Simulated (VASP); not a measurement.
InP (eos), 2 atoms in the cell. It takes space group F-43m (No. 216, cubic). Conventional cell: a = 5.904 Å, b = 5.904 Å, c = 5.904 Å, α = 90.00°, β = 90.00°, γ = 90.00°. Within 3.4 Å of In (site symmetry -43m) lie 4 P at 2.56 Å. P (site symmetry -43m) has 4 In at 2.56 Å within 3.4 Å. 

* Program: VASP 6.6.1
* Task: single point
* Functional: LDA
* Potentials or basis: VASP PAW LDA potentials, release 64 (In_d, P)
* Cutoff: 520 eV
* k mesh: 6 × 6 × 6
* Occupations: gaussian, width 0.1 eV
* Spin: no spin polarisation
* Dipole correction: no
* Further INCAR settings: ALGO = Normal; EDIFF = 1e-06; NBANDS = 16

Potentials or basis: VASP PAW LDA potentials, release 64 (In_d, P).

Run with:

```console
$ cat potpaw_LDA.64/In_d/POTCAR potpaw_LDA.64/P/POTCAR > POTCAR
$ mpirun -np 1 vasp_std > vasp.out
```

Hardware: 1 thread of Intel Xeon 8259CL (shared host).

Problem. Estimate the wall time of this run.

Solution. Run time: 15 s on 1 thread of Intel Xeon 8259CL, with other jobs on the host, peak memory 0.16 GiB. Counts: scf iterations 13, k points 16.
